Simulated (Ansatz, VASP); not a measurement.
## InSb: VASP beside Ansatz

```
In Sb
1.0
     0.00000    3.31875    3.31875
     3.31875    0.00000    3.31875
     3.31875    3.31875    0.00000
In Sb
1 1
Direct
  0.00000 0.00000 0.00000
  0.25000 0.25000 0.25000
```

Alike in both runs: task single point; functional PBE; k mesh 9 × 9 × 9; occupations gaussian, width 0.05 eV; no spin polarisation.

```csv
,VASP,Ansatz
version,VASP 6.6.1,Ansatz 0.2.0
potentials or method,"VASP PAW PBE potentials, release 64 (In_d, Sb), cutoff 520 eV","all-electron LAPW, scalar-relativistic"
```

Ansatz gave:

```
pressure (GPa) : 0.0
```

Which values does VASP return?

Pressure (GPa): -0.1.

Ansatz ran all-electron here, and VASP with PAW potentials.

Spin-orbit coupling is off throughout.
